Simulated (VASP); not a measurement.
Write the native input for VASP 6.6.1 that does the following.

| Quantity | Value |
| --- | --- |
| Task | single point |
| Functional | PBEsol |
| Potentials or basis | VASP PAW PBE potentials, release 64 (Al, Ni) |
| Cutoff | 520 eV |
| k mesh | 14 × 14 × 14 |
| Occupations | gaussian, width 0.1 eV |
| Spin | collinear spin, ferromagnetic start |
| Starting moments | [0.0, 0.28, 0.28, 0.28] μB |
| Dipole correction | no |
| Further INCAR settings | ALGO = Normal; EDIFF = 1e-06; NBANDS = 28 |

The structure of AlNi3 lies in POSCAR:

```
AlNi3
1.0
    3.4839013859      0.0000000000      0.0000000000
    0.0000000000      3.5330521217      0.0000000000
    0.0000000000      0.0000000000      3.5330521217
Al Ni
1 3
Direct
    0.0000000000      0.0000000000      0.0000000000
    0.0000000000      0.5000000000      0.5000000000
    0.5000000000      0.0000000000      0.5000000000
    0.5000000000      0.5000000000      0.0000000000
```

This cell differs from its parent crystal: uniaxial strain along a: -1.0 %, then relaxed in part.

These files were run (other wordings do the same):

INCAR

```
ALGO = Normal
EDIFF = 1E-6
ENCUT = 520
GGA = PS
ISIF = 2
ISMEAR = 0
ISPIN = 2
LASPH = T
LCHARG = F
LMAXMIX = 4
LORBIT = 11
LREAL = F
LWAVE = F
MAGMOM = 0 0.28 0.28 0.28
NBANDS = 28
NELM = 150
PREC = Accurate
SIGMA = 0.1
```

KPOINTS

```
k-points
0
Gamma
  14 14 14
```

Potentials or basis: VASP PAW PBE potentials, release 64 (Al, Ni).

Run with:

```bash
$ cat potpaw_PBE.64/Al/POTCAR potpaw_PBE.64/Ni/POTCAR > POTCAR
$ mpirun -np 1 vasp_std > vasp.out
```

Results of the run:

```yaml
Pressure: 0.6 GPa
Net_moment: 0.66 μB per cell
Site_moments: Al -0.01; Ni +0.24, +0.23 (each value once) μB
Valence_electrons_inside_the_program's_atomic_spheres: Al 0.82; Ni 9.46, 9.47 (each value once)
```

Caveat: the cell differs from its parent crystal (uniaxial strain along a: -1.0 %, then relaxed in part); the PAW data sets were made with another functional, which shifts forces and pressure a little.

Wall time 13 min on 1 thread of Oxide Virtual Turin-like Processor, on a shared host, peak memory 0.51 GiB.
